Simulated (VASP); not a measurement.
A run of VASP 6.6.1 is set up as follows.

File INCAR:

```
PREC = Accurate
ENCUT = 600
EDIFF = 1E-6
ISMEAR = -1
SIGMA = 0.05
LREAL = False
LASPH = True
NELM = 100
ALGO = Normal
ISIF = 3
LWAVE = False
LCHARG = False
GGA = PE
IBRION = 2
NSW = 60
EDIFFG = -0.005
```

Contents of KPOINTS:

```
Automatic mesh
0
Gamma
  18 18 18
```

Contents of POSCAR:

```
Mo
1.0
   -1.5813925127      1.5813925127      1.5813925127
    1.5813925127     -1.5813925127      1.5813925127
    1.5813925127      1.5813925127     -1.5813925127
Mo
1
Direct
    0.0000000000      0.0000000000      0.0000000000
```

Potentials or basis: VASP PAW PBE potentials, release 64 (Mo_sv).

The run is started by

```bash
$ cat potpaw_PBE.64/Mo_sv/POTCAR > POTCAR
$ mpirun -np 1 vasp_std > vasp.out
```

**Question.** What does it give for the space group after relaxing (to 0.05 Å)?

**Answer.** Im-3m (No. 229).

**Question.** Predict the relaxed cell.

**Answer.** a = 2.739 Å, b = 2.739 Å, c = 2.739 Å, α = 109.47°, β = 109.47°, γ = 109.47°.

Final structure:
```cif
data_structure
_symmetry_space_group_name_H-M 'P 1'
_symmetry_Int_Tables_number 1
_cell_length_a 2.7387
_cell_length_b 2.7387
_cell_length_c 2.7387
_cell_angle_alpha 109.471
_cell_angle_beta 109.471
_cell_angle_gamma 109.471
_cell_volume 15.81
loop_
_atom_site_label
_atom_site_type_symbol
_atom_site_fract_x
_atom_site_fract_y
_atom_site_fract_z
_atom_site_occupancy
Mo1 Mo 0.00000 0.00000 0.00000 1
```
